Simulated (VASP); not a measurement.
Input of a VASP 6.6.1 run:

The input INCAR:

```
SYSTEM = Sb
  PREC = Accurate
  ENCUT = 520
  EDIFF = 1E-6
  ISMEAR = 0
  SIGMA = 0.15
  LREAL = .FALSE.
  LASPH = .TRUE.
  NELM = 60
  ALGO = Normal
  ISIF = 2
  LWAVE = .FALSE.
  LCHARG = .FALSE.
  GGA = PE
  IVDW = 12
  NBANDS = 8
```

KPOINTS

```
Automatic mesh
0
G
  18 18 18
  0 0 0
```

The input POSCAR:

```
Sb
1.0
   -1.7216336154      1.7216336154      1.7964872508
    1.7216336154     -1.7216336154      1.7964872508
    1.7216336154      1.7216336154     -1.7964872508
Sb
1
Direct
    0.0000000000      0.0000000000      0.0000000000
```

Potentials or basis: VASP PAW PBE potentials, release 64 (Sb).

Command:

```sh
$ cat potpaw_PBE.64/Sb/POTCAR > POTCAR
$ mpirun -np 1 vasp_std > vasp.out
```

Question: Estimate the dispersion energy per atom.

Answer: -0.664 eV.

Question: What does it give for the pressure?

Answer: 20.8 GPa.

Stress tensor (GPa, compression positive):
```
21.76  0.00  0.00
 0.00 21.76  0.00
 0.00  0.00 19.04
```

Caveat: the cell differs from its parent crystal (strain -0.080 along x and y, -0.040 along z); pairwise dispersion overbinds metals, which lowers pressure and volume.
